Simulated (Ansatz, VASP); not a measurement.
**One calculation of Hg, two programs**

```xyz
1
Lattice="2.7266 0.0000 0.0000 0.0000 2.7266 0.0000 0.0000 0.0000 2.7266" Properties=species:S:1:pos:R:3 pbc="T T T"
Hg    0.0000    0.0000    0.0000
```

Change from the starting cell: volume scaled by 0.68, LAPW.

Alike in both runs: task single point; functional PBE; k mesh 12 × 12 × 12; occupations fermi-dirac, width 0.08 eV; no spin polarisation.

|  | VASP | Ansatz |
| --- | --- | --- |
| version | VASP 6.6.1 | Ansatz 0.2.0 |
| potentials or method | VASP PAW PBE potentials, release 64 (Hg), cutoff 520 eV | all-electron LAPW, scalar-relativistic |

```tsv
	VASP	Ansatz	Ansatz less VASP
pressure (GPa)	29.0	27.6	-1.38
```

Ansatz ran all-electron here, and VASP with PAW potentials.

Neither program's run includes spin-orbit coupling.
